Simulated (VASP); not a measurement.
# Pb2O (Pn-3m) in VASP: settings compared

Aim: see how the results for Pb2O move with the level of theory and the settings. Levels: PBE, PBEsol. Tasks: single point.

Program: VASP 6.6.1. These are calculated values, not measurements. Logs are shortened: lines on timing, memory, paths and dates and some standing lists are left out, and cuts for length are marked.

## Step 1: The cell of the first run

It takes space group Pn-3m (No. 224, cubic). The conventional cell has a = 5.380 Å, b = 5.380 Å, c = 5.380 Å, α = 90.00°, β = 90.00°, γ = 90.00°. Pb (site symmetry -3m) has 2 O at 2.33 Å within 3.1 Å. O (site symmetry -43m) has 4 Pb at 2.33 Å within 3.1 Å.

## Step 2: Single point, PBE

Input file INCAR:

```
SYSTEM = Pb2O
ALGO = Normal
EDIFF = 1E-6
ENCUT = 520
GGA = PE
ISIF = 2
ISMEAR = 0
LASPH = .True.
LCHARG = .False.
LREAL = .False.
LWAVE = .False.
NBANDS = 43
NELM = 100
PREC = Accurate
SIGMA = 0.05
```

Input file KPOINTS:

```
k-points
0
Gamma
  4 4 4
  0 0 0
```

Input file POSCAR:

```
Pb2O
1.0
    5.3800003225      0.0000000000      0.0000000000
    0.0000000000      5.3800003225      0.0000000000
    0.0000000000      0.0000000000      5.3800003225
Pb O
4 2
Direct
    0.2500000000      0.2500000000      0.2500000000
    0.7500000000      0.7500000000      0.2500000000
    0.2500000000      0.7500000000      0.7500000000
    0.7500000000      0.2500000000      0.7500000000
    0.0000000000      0.0000000000      0.0000000000
    0.5000000000      0.5000000000      0.5000000000
```

Potentials or basis: VASP PAW PBE potentials, release 64 (Pb_d, O).

The run is started by

```console
$ cat potpaw_PBE.64/Pb_d/POTCAR potpaw_PBE.64/O/POTCAR > POTCAR
$ mpirun -np 1 vasp_std > vasp.out
```

OUTCAR:

```text
SYSTEM = Pb2O
   EDIFF = 1E-6
   ENCUT = 520
   GGA = PE
   ISIF = 2
   ISMEAR = 0
   LASPH = .True.
   LREAL = .False.
   NELM = 100
   PREC = Accurate

 ion  position               nearest neighbor table
   1  0.250  0.250  0.250-   5 2.33   6 2.33   4 3.80   2 3.80   3 3.80   3 3.80   4 3.80   2 3.80
                             3 3.80   3 3.80   2 3.80   4 3.80   4 3.80   2 3.80
   2  0.750  0.750  0.250-   5 2.33   6 2.33   4 3.80   1 3.80   3 3.80   3 3.80   4 3.80   1 3.80
                             4 3.80   4 3.80   1 3.80   3 3.80   3 3.80   1 3.80
   3  0.250  0.750  0.750-   5 2.33   6 2.33   4 3.80   1 3.80   2 3.80   1 3.80   2 3.80   1 3.80
                             4 3.80   1 3.80   2 3.80   4 3.80   2 3.80   4 3.80
   4  0.750  0.250  0.750-   5 2.33   6 2.33   3 3.80   1 3.80   2 3.80   1 3.80   2 3.80   2 3.80
                             3 3.80   2 3.80   1 3.80   3 3.80   1 3.80   3 3.80
   5  0.000  0.000  0.000-   1 2.33   2 2.33   3 2.33   4 2.33
   6  0.500  0.500  0.500-   1 2.33   2 2.33   3 2.33   4 2.33

  LATTYP: Found a simple cubic cell.
 ALAT       =     5.3800003225

  Lattice vectors:

 A1 = (   5.3800003225,   0.0000000000,   0.0000000000)
 A2 = (   0.0000000000,   5.3800003225,   0.0000000000)
 A3 = (   0.0000000000,   0.0000000000,   5.3800003225)

Analysis of symmetry for initial positions (statically):
=====================================================================
 Subroutine PRICEL returns:
 Original cell was already a primitive cell.

 Routine SETGRP: Setting up the symmetry group for a
 simple cubic supercell.

 Subroutine GETGRP returns: Found 48 space group operations
 (whereof 24 operations were pure point group operations)
 out of a pool of 48 trial point group operations.

The static configuration has the point symmetry T_d .
 The point group associated with its full space group is O_h .

Analysis of symmetry for dynamics (positions and initial velocities):
=====================================================================
 Subroutine PRICEL returns:
 Original cell was already a primitive cell.

 Routine SETGRP: Setting up the symmetry group for a
 simple cubic supercell.

 Subroutine GETGRP returns: Found 48 space group operations
 (whereof 24 operations were pure point group operations)
 out of a pool of 48 trial point group operations.

The dynamic configuration has the point symmetry T_d .
 The point group associated with its full space group is O_h .

 Subroutine INISYM returns: Found 48 space group operations
 (whereof 24 operations are pure point group operations),
 and found     1 'primitive' translations

----------------------------------------------------------------------------------------

                                     Primitive cell

  volume of cell :     155.7209

  direct lattice vectors                    reciprocal lattice vectors
     5.380000322  0.000000000  0.000000000     0.185873595  0.000000000  0.000000000
     0.000000000  5.380000322  0.000000000     0.000000000  0.185873595  0.000000000
     0.000000000  0.000000000  5.380000322     0.000000000  0.000000000  0.185873595

  length of vectors
     5.380000322  5.380000322  5.380000322     0.185873595  0.185873595  0.185873595

  position of ions in fractional coordinates (direct lattice)
     0.250000000  0.250000000  0.250000000
     0.750000000  0.750000000  0.250000000
     0.250000000  0.750000000  0.750000000
     0.750000000  0.250000000  0.750000000
     0.000000000  0.000000000  0.000000000
     0.500000000  0.500000000  0.500000000

  ion indices of the primitive-cell ions
   primitive index   ion index
                 1           1
                 2           2
                 3           3
                 4           4
                 5           5
                 6           6

----------------------------------------------------------------------------------------

 KPOINTS: k-points

Automatic generation of k-mesh.
 Grid dimensions read from file:
 generate k-points for:    4    4    4

 Generating k-lattice:

  Cartesian coordinates                     Fractional coordinates (reciprocal lattice)
     0.046468399  0.000000000  0.000000000     0.250000000  0.000000000  0.000000000
     0.000000000  0.046468399  0.000000000     0.000000000  0.250000000  0.000000000
     0.000000000  0.000000000  0.046468399     0.000000000  0.000000000  0.250000000

  Length of vectors
     0.046468399  0.046468399  0.046468399

  Shift w.r.t. Gamma in fractional coordinates (k-lattice)
     0.000000000  0.000000000  0.000000000

 Subroutine IBZKPT returns following result:
 ===========================================

 Found     10 irreducible k-points:

 Following reciprocal coordinates:
            Coordinates               Weight
  0.000000  0.000000  0.000000      1.000000
  0.250000  0.000000  0.000000      6.000000
  0.500000  0.000000  0.000000      3.000000
  0.250000  0.250000  0.000000     12.000000
  0.500000  0.250000  0.000000     12.000000
  0.500000  0.500000  0.000000      3.000000
  0.250000  0.250000  0.250000      8.000000
  0.500000  0.250000  0.250000     12.000000
  0.500000  0.500000  0.250000      6.000000
  0.500000  0.500000  0.500000      1.000000
   k-points           NKPTS =     10   k-points in BZ     NKDIM =     10   number of bands    NBANDS=     43
   number of dos      NEDOS =    301   number of ions     NIONS =      6
   total plane-waves  NPLWV =  64000
   dimension x,y,z NGX =    40 NGY =   40 NGZ =   40
   dimension x,y,z NGXF=    80 NGYF=   80 NGZF=   80
   ions per type =               4   2
   NGX,Y,Z   is equivalent  to a cutoff of  12.36, 12.36, 12.36 a.u.
   NGXF,Y,Z  is equivalent  to a cutoff of  24.72, 24.72, 24.72 a.u.
 SYSTEM =  Pb2O
   PREC   = accura    normal or accurate (medium, high low for compatibility)
   ISTART =      0    job   : 0-new  1-cont  2-samecut
   ICHARG =      2    charge: 1-file 2-atom 10-const
   ISPIN  =      1    spin polarized calculation?
   LNONCOLLINEAR =      F non collinear calculations
   LSORBIT =      F    spin-orbit coupling
   LASPH  =      T    aspherical Exc in radial PAW
   ENCUT  =  520.0 eV  38.22 Ry    6.18 a.u.  10.00 10.00 10.00*2*pi/ulx,y,z
   NELM   =    100;   NELMIN=  2; NELMDL= -5     # of ELM steps
[... 20 lines left out ...]
     AMIX_MAG =   1.60;   BMIX_MAG =  1.00
  volume/ion in A,a.u.               =      25.95       175.14
  Fermi-wavevector in a.u.,A,eV,Ry     =   1.242021  2.347079 20.988557  1.542615
  Thomas-Fermi vector in A             =   2.376393
   LORBIT       =      0    0 simple, 1 ext, 2 COOP (PROOUT), +10 PAW based schemes
   GGA     = PE    functional components
   LHFCALC =     F    Hartree Fock is set to
   AEXX    =    0.0000 exact exchange contribution
   IVDW    =     0    specifies the selected vdW correction
   LEPSILON=     F    determine dielectric tensor
   LRPA    =     F    only Hartree local field effects (RPA)
 non-spin polarized calculation
 Gauss-broadening in eV      SIGMA  =   0.05
  energy-cutoff  :      520.00
  volume of cell :      155.72
 maximum number of plane-waves:      4224
   NGX = 21   NGY = 21   NGZ = 21

 number of electron      68.0000031 magnetization

 Free energy of the ion-electron system (eV)
  ---------------------------------------------------
  ext. energy  EPLUGINS =         0.00000000
  ---------------------------------------------------
  free energy    TOTEN  =       -26.54081172 eV

  energy without entropy =      -26.53568069  energy(sigma->0) =      -26.53824620

 E-fermi :   4.8734     XC(G=0):  -9.5288

 val. band max:        4.7514943890   @ k =   0.5000   0.2500   0.0000
 cond. band min:       4.8750149066   @ k =   0.5000   0.5000   0.0000
 fundamental gap:      0.1235205177
 Fermi energy:         4.8734277200

 k-point     1 :       0.0000    0.0000    0.0000
  band No.  band energies     occupation
      1     -13.5818      2.00000
      2     -12.4334      2.00000
      3     -11.4913      2.00000
      4     -11.4913      2.00000
      5     -11.4377      2.00000
      6     -11.4377      2.00000
[... 35 lines left out ...]
     42      10.7099      0.00000
     43      10.7099      0.00000

 k-point     2 :       0.2500    0.0000    0.0000
  band No.  band energies     occupation
      1     -13.4693      2.00000
      2     -12.7142      2.00000
      3     -11.4773      2.00000
      4     -11.4631      2.00000
      5     -11.4342      2.00000
      6     -11.4215      2.00000
[... 35 lines left out ...]
     42      10.5807      0.00000
     43      11.5267      0.00000

 k-point     3 :       0.5000    0.0000    0.0000
  band No.  band energies     occupation
      1     -13.1531      2.00000
      2     -13.1531      2.00000
      3     -11.4483      2.00000
      4     -11.4483      2.00000
      5     -11.3980      2.00000
      6     -11.3980      2.00000
[... 35 lines left out ...]
     42       9.7146      0.00000
     43      11.7098      0.00000

 k-point     4 :       0.2500    0.2500    0.0000
  band No.  band energies     occupation
      1     -13.3841      2.00000
      2     -12.8642      2.00000
      3     -11.4580      2.00000
      4     -11.4548      2.00000
      5     -11.4213      2.00000
      6     -11.4202      2.00000
[... 35 lines left out ...]
     42      10.3979      0.00000
     43      11.5692      0.00000

 k-point     5 :       0.5000    0.2500    0.0000
  band No.  band energies     occupation
      1     -13.1530      2.00000
      2     -13.1530      2.00000
      3     -11.4351      2.00000
      4     -11.4351      2.00000
      5     -11.4151      2.00000
      6     -11.4151      2.00000
[... 35 lines left out ...]
     42       9.7234      0.00000
     43      11.8018      0.00000

 k-point     6 :       0.5000    0.5000    0.0000
  band No.  band energies     occupation
      1     -13.1529      2.00000
      2     -13.1529      2.00000
      3     -11.4304      2.00000
      4     -11.4304      2.00000
      5     -11.4056      2.00000
      6     -11.4056      2.00000
[... 35 lines left out ...]
     42       9.5434      0.00000
     43      12.5363      0.00000

 k-point     7 :       0.2500    0.2500    0.2500
  band No.  band energies     occupation
      1     -13.3822      2.00000
      2     -12.8665      2.00000
      3     -11.4499      2.00000
      4     -11.4499      2.00000
      5     -11.4144      2.00000
      6     -11.4051      2.00000
[... 35 lines left out ...]
     42      10.6863      0.00000
     43      11.6619      0.00000

 k-point     8 :       0.5000    0.2500    0.2500
  band No.  band energies     occupation
      1     -13.3801      2.00000
      2     -12.8692      2.00000
      3     -11.4393      2.00000
      4     -11.4260      2.00000
      5     -11.4196      2.00000
      6     -11.4110      2.00000
[... 35 lines left out ...]
     42      11.3176      0.00000
     43      11.4889      0.00000

 k-point     9 :       0.5000    0.5000    0.2500
  band No.  band energies     occupation
      1     -13.4635      2.00000
      2     -12.7218      2.00000
      3     -11.4317      2.00000
      4     -11.4317      2.00000
      5     -11.4169      2.00000
      6     -11.4127      2.00000
[... 35 lines left out ...]
     42      11.6989      0.00000
     43      12.4207      0.00000

 k-point    10 :       0.5000    0.5000    0.5000
  band No.  band energies     occupation
      1     -13.5737      2.00000
      2     -12.4481      2.00000
      3     -11.4347      2.00000
      4     -11.4347      2.00000
      5     -11.4347      2.00000
      6     -11.4179      2.00000
[... 35 lines left out ...]
     42      12.7030      0.00000
     43      12.7030      0.00000

------------------------ aborting loop because EDIFF is reached ----------------------------------------

  FORCE on cell =-STRESS in cart. coord.  units (eV):
  Direction    XX          YY          ZZ          XY          YZ          ZX
  --------------------------------------------------------------------------------------
  -------------------------------------------------------------------------------------
  Total        2.6588005      2.6588005      2.6588005     -0.0000000     -0.0000000     -0.0000000
  in kB       27.3558004     27.3558004     27.3558004     -0.0000000     -0.0000000     -0.0000000
  external PRESSURE =      27.3558004 kB  Pullay stress =       0.0000000 kB

 VOLUME and BASIS-vectors are now :
 -----------------------------------------------------------------------------
  energy-cutoff  :      520.00
  volume of cell :      155.72
      direct lattice vectors                 reciprocal lattice vectors
     5.380000322  0.000000000  0.000000000     0.185873595  0.000000000  0.000000000
     0.000000000  5.380000322  0.000000000     0.000000000  0.185873595  0.000000000
     0.000000000  0.000000000  5.380000322     0.000000000  0.000000000  0.185873595

 POSITION                                       TOTAL-FORCE (eV/Angst)
 -----------------------------------------------------------------------------------
      1.34500      1.34500      1.34500        -0.000000      0.000000     -0.000000
      4.03500      4.03500      1.34500         0.000000     -0.000000     -0.000000
      1.34500      4.03500      4.03500         0.000000      0.000000     -0.000000
      4.03500      1.34500      4.03500        -0.000000     -0.000000      0.000000
      0.00000      0.00000      0.00000         0.000000     -0.000000      0.000000
      2.69000      2.69000      2.69000         0.000000     -0.000000      0.000000
 -----------------------------------------------------------------------------------
    total drift:                                0.000000      0.000000     -0.000000

  FREE ENERGIE OF THE ION-ELECTRON SYSTEM (eV)
  ---------------------------------------------------
  free  energy   TOTEN  =       -26.5408117162 eV

  energy  without entropy=      -26.5356806872  energy(sigma->0) =      -26.53824620
```

Run time: 83 s. Hardware: 1 thread of Intel Xeon Platinum 8488C (Sapphire Rapids), shared host; peak memory 0.26 GiB.

Results:

```yaml
Free_energy: -26.5408 eV
Pressure: 2.7 GPa
Band_gap_on_the_k_mesh: zero (bands 34 and 35 overlap by 0.72 eV)
```

Caveat: semilocal functionals underestimate gaps, so a narrow gap can read as zero; spin-orbit coupling is left out, which moves the levels of the heavy elements.

## Step 3: Single point, PBE

Input file INCAR:

```
  PREC = Accurate
  ENCUT = 520
  EDIFF = 1E-6
  ISMEAR = 0
  SIGMA = 0.05
  LREAL = False
  LASPH = True
  NELM = 80
  ALGO = Normal
  ISIF = 2
  LWAVE = False
  LCHARG = True
  GGA = PE
  LELF = True
  LVHAR = True
  NBANDS = 43
```

Input file KPOINTS:

```
regular mesh
0
Gamma
  4 4 4
```

POSCAR is that of step 2.

Potentials or basis: VASP PAW PBE potentials, release 64 (Pb_d, O).

The run is started by

```console
$ cat potpaw_PBE.64/Pb_d/POTCAR potpaw_PBE.64/O/POTCAR > POTCAR
$ mpirun -np 1 vasp_std > vasp.out
```

Run time: 88 s. Hardware: 1 thread of Intel Xeon Platinum 8488C (Sapphire Rapids), shared host; peak memory 0.25 GiB.

Results (log left out):

```
Free energy            : -26.5408 eV
Pressure               : 2.7 GPa
Band gap on the k mesh : zero (bands 34 and 35 overlap by 0.72 eV)
```

Levels at points of the mesh, in eV from the Fermi level:
```tsv
k point	band 31	band 32	band 33	band 34	band 35	band 36	band 37	band 38
(0.00, 0.00, 0.00)	-1.90	-0.43	-0.43	-0.43	2.26	2.26	2.26	2.86
(0.50, 0.00, 0.00)	-0.84	-0.84	-0.43	-0.43	1.20	1.20	2.10	2.10
(0.50, 0.50, 0.00)	-1.09	-1.09	0.00	0.00	1.59	1.59	2.09	2.09
(0.50, 0.50, 0.50)	-0.73	-0.73	-0.72	-0.72	-0.72	1.51	4.80	4.80
```

Caveat: semilocal functionals underestimate gaps, so a narrow gap can read as zero; spin-orbit coupling is left out, which moves the levels of the heavy elements.

## Step 4: Single point, PBEsol

Input file INCAR:

```
PREC     = Accurate       # precision mode
ENCUT    = 520            # plane-wave cutoff, eV
EDIFF    = 1E-7           # SCF threshold, eV
ISMEAR   = 0              # smearing method
SIGMA    = 0.05           # smearing width, eV
LREAL    = False          # projectors in reciprocal space
LASPH    = True           # aspherical terms in the spheres
NELM     = 60             # most SCF steps
ALGO     = Normal         # electronic algorithm
ISIF     = 2              # what is computed and relaxed
LWAVE    = False          # write WAVECAR
LCHARG   = False          # write CHGCAR
GGA      = PS             # functional
NBANDS   = 43             # bands
```

Input file KPOINTS:

```
Automatic mesh
0
Gamma
  4 4 4
```

POSCAR is that of step 3.

The run is started by

```console
$ cat potpaw_PBE.64/Pb_d/POTCAR potpaw_PBE.64/O/POTCAR > POTCAR
$ mpirun -np 1 vasp_std > vasp.out
```

It took 69 s on 1 thread of Intel Xeon Platinum 8488C (Sapphire Rapids), shared host; peak memory 0.26 GiB.

Results (log left out):

- Free energy: -28.6833 eV
- Pressure: -0.2 GPa
- Band gap on the k mesh: zero (bands 34 and 35 overlap by 0.73 eV)

Levels at points of the mesh, in eV from the Fermi level:
```tsv
k point	band 32	band 33	band 34	band 35	band 36	band 37
(0.00, 0.00, 0.00)	-0.43	-0.43	-0.43	2.27	2.27	2.27
(0.50, 0.00, 0.00)	-0.84	-0.44	-0.44	1.19	1.19	2.09
(0.50, 0.50, 0.00)	-1.10	0.00	0.00	1.59	1.59	2.10
(0.50, 0.50, 0.50)	-0.73	-0.72	-0.72	-0.72	1.45	4.77
```

Caveat: semilocal functionals underestimate gaps, so a narrow gap can read as zero; the PAW data sets were made with another functional, which shifts forces and pressure a little; spin-orbit coupling is left out, which moves the levels of the heavy elements.

## Step 5: Single point, PBE, collinear spin, ferromagnetic start

Input file INCAR:

```
PREC = Accurate ; ENCUT = 520
EDIFF = 1E-7 ; ISMEAR = 0
SIGMA = 0.05 ; LREAL = F
LASPH = T ; NELM = 150
ALGO = Normal ; ISIF = 2
LWAVE = F ; LCHARG = F
ISPIN = 2 ; MAGMOM = 0.2 0.2 0.2 0.2 0.2 0.2
LORBIT = 11 ; GGA = PE
NBANDS = 47
```

Input file KPOINTS:

```
regular mesh
0
Gamma
  4 4 4
```

POSCAR is that of step 4.

The run is started by

```console
$ cat potpaw_PBE.64/Pb_d/POTCAR potpaw_PBE.64/O/POTCAR > POTCAR
$ mpirun -np 1 vasp_std > vasp.out
```

Run time: 3 min. Hardware: 1 thread of Intel Xeon Platinum 8488C (Sapphire Rapids), shared host; peak memory 0.34 GiB.

It converged, with:

* Free energy: -26.5408 eV
* Pressure: 2.7 GPa
* Band gap on the k mesh: zero (filled and empty bands overlap)
* Net moment: 0.00 μB per cell
* Valence electrons inside the program's atomic spheres: Pb 11.87; O 4.96

Levels at points of the mesh, in eV from the Fermi level:
Spin up:
```tsv
k point	band 30	band 31	band 32	band 33	band 34	band 35	band 36	band 37	band 38	band 39
(0.00, 0.00, 0.00)	-1.90	-1.90	-0.43	-0.43	-0.43	2.26	2.26	2.26	2.86	5.64
(0.50, 0.00, 0.00)	-2.27	-0.84	-0.84	-0.43	-0.43	1.20	1.20	2.10	2.10	4.37
(0.50, 0.50, 0.00)	-2.98	-1.09	-1.09	0.00	0.00	1.59	1.59	2.09	2.09	4.53
(0.50, 0.50, 0.50)	-0.73	-0.73	-0.73	-0.72	-0.72	-0.72	1.51	4.80	4.80	4.81
```
Spin down:
```tsv
k point	band 30	band 31	band 32	band 33	band 34	band 35	band 36	band 37	band 38	band 39
(0.00, 0.00, 0.00)	-1.90	-1.90	-0.43	-0.43	-0.43	2.26	2.26	2.26	2.86	5.64
(0.50, 0.00, 0.00)	-2.27	-0.84	-0.84	-0.43	-0.43	1.20	1.20	2.10	2.10	4.37
(0.50, 0.50, 0.00)	-2.98	-1.09	-1.09	0.00	0.00	1.59	1.59	2.09	2.09	4.53
(0.50, 0.50, 0.50)	-0.73	-0.73	-0.73	-0.72	-0.72	-0.72	1.51	4.80	4.80	4.81
```

Caveat: semilocal functionals underestimate gaps, so a narrow gap can read as zero; spin-orbit coupling is left out, which moves the levels of the heavy elements.

## Step 6: Summary

| level | spin | gap on the mesh (eV) | pressure (GPa) |
| --- | --- | --- | --- |
| PBE | off | none | 2.7 |
| PBEsol | off | none | -0.2 |
| PBE | collinear, ferromagnetic start | none | 2.7 |

Alike in all rows: task single point; potentials or basis VASP PAW PBE potentials, release 64 (Pb_d, O); cell as given; k mesh 4 × 4 × 4; cutoff (eV) 520; smearing gaussian 0.05 eV.

The pressure there spans -0.2 GPa (PBEsol) to 2.7 GPa (PBE); a positive pressure means that this level wants a larger cell, a negative one a smaller.

Caveats: semilocal functionals underestimate gaps, so a narrow gap can read as zero; spin-orbit coupling is left out, which moves the levels of the heavy elements; the PAW data sets were made with another functional, which shifts forces and pressure a little (at least some runs).

Total energies depend on the potentials used, so only differences within one code and one set of settings carry meaning.
